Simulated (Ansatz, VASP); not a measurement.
# W in VASP and in Ansatz

Contents of POSCAR:

```
W
1.0
   -1.4635426204      1.4635426204      1.9026054066
    1.4635426204     -1.4635426204      1.9026054066
    1.4635426204      1.4635426204     -1.9026054066
W
1
Direct
    0.0000000000      0.0000000000      0.0000000000
```

Contents of INCAR.step1:

```
PREC     = Accurate       # precision mode
ENCUT    = 520            # plane-wave cutoff, eV
ISMEAR   = 0              # smearing method
SIGMA    = 0.15           # smearing width, eV
LREAL    = F              # projectors in reciprocal space
LASPH    = T              # aspherical terms in the spheres
NELM     = 60             # most SCF steps
NBANDS   = 13             # bands
GGA      = PE             # functional
ALGO     = Normal         # electronic algorithm
EDIFF    = 1E-4           # SCF threshold, eV
LWAVE    = T              # write WAVECAR
LCHARG   = F              # write CHGCAR
```

INCAR.step2

```
PREC     = Accurate       # precision mode
ENCUT    = 520            # plane-wave cutoff, eV
EDIFF    = 1E-6           # SCF threshold, eV
ISMEAR   = 0              # smearing method
SIGMA    = 0.15           # smearing width, eV
LREAL    = F              # projectors in reciprocal space
LASPH    = T              # aspherical terms in the spheres
NELM     = 60             # most SCF steps
ALGO     = Normal         # electronic algorithm
ISIF     = 2              # what is computed and relaxed
LWAVE    = F              # write WAVECAR
LCHARG   = T              # write CHGCAR
METAGGA  = R2SCAN         # meta-GGA
LMIXTAU  = T            
LELF     = T              # ELF
LVHAR    = T            
NBANDS   = 13             # bands
ISTART   = 1
```

File KPOINTS:

```
regular mesh
0
Gamma
  24 24 24
```

Input for Ansatz:

```yaml
crystal:
  lattice:
    - [-1.4635426204, 1.4635426204, 1.9026054066]
    - [1.4635426204, -1.4635426204, 1.9026054066]
    - [1.4635426204, 1.4635426204, -1.9026054066]
  atoms:
    - { symbol: W, position: [0.0, 0.0, 0.0] }
basis:
  ecutwfc: 500
kpoints:
  mp_grid: { grid: [24, 24, 24] }
hamiltonian:
  xc: r2scan
scf:
  occupations: { method: gaussian, width: 0.15 }
output:
  forces: true
  stress: true
  eigenvalues: true
```

Alike in both runs: task single point; functional r2SCAN; k mesh 24 × 24 × 24; occupations gaussian, width 0.15 eV; no spin polarisation.

|  | VASP | Ansatz |
| --- | --- | --- |
| version | VASP 6.6.1 | Ansatz 0.2.0 |
| potentials or method | VASP PAW PBE potentials, release 64 (W_sv), cutoff 520 eV | scalar-relativistic, plane waves, PAW |
| valence electrons in the cell | 14 | 14 |

|  | VASP | Ansatz | Ansatz less VASP |
| --- | --- | --- | --- |
| gap on the k mesh at the Fermi level (eV) | none | none | - |
| pressure (GPa) | -0.9 | -2.0 | -1.10 |
| traceless stress, the component that is largest in VASP (GPa) | -18.62 | -18.51 | +0.107 |

VASP's potentials were made for PBE, not for r2SCAN. A gap of «none» marks a metal or a gap that the smearing closes. With one functional, cell and mesh, what is left measures potentials, basis and numerics.

Spin-orbit coupling is off throughout.
